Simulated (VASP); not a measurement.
Runs of VASP 6.6.1 on Ti4C3. The structure is that of space group Pm-3m (No. 221), or close to it. The cells are those of the table. 

```tsv
task	spin	cell	k mesh	cutoff (eV)	gap on the mesh (eV)	pressure (GPa)
single point	off	a = 4.310 Å, 7 atoms	4 × 4 × 4	520	none	0.1
relaxation of cell and atoms	off	relaxed from a = 4.386 Å, 7 atoms	4 × 4 × 4	600	none	-0.1
single point	collinear, ferromagnetic start	a = 4.310 Å, 7 atoms	4 × 4 × 4	520	none	0.1
single point	off	a = 4.386 Å, 7 atoms	4 × 4 × 4	520	none	-10.2
single point	off	a = 4.310 Å, 7 atoms	10 × 10 × 10	520	none	(a)
relaxation of cell and atoms	off	relaxed from a = 4.310 Å, 7 atoms	10 × 10 × 10	600	none	0.1
```

Alike in all rows: level PBE; potentials or basis VASP PAW PBE potentials, release 64 (Ti_sv, C); smearing gaussian 0.1 eV.

Task: Fill in the values left out.

Result: (a) 0.2.

Caveats: some runs use coarse meshes; the relaxation stopped at its first step, so nothing moved (some runs).

A gap of «none» marks levels without a gap at the run's occupations.
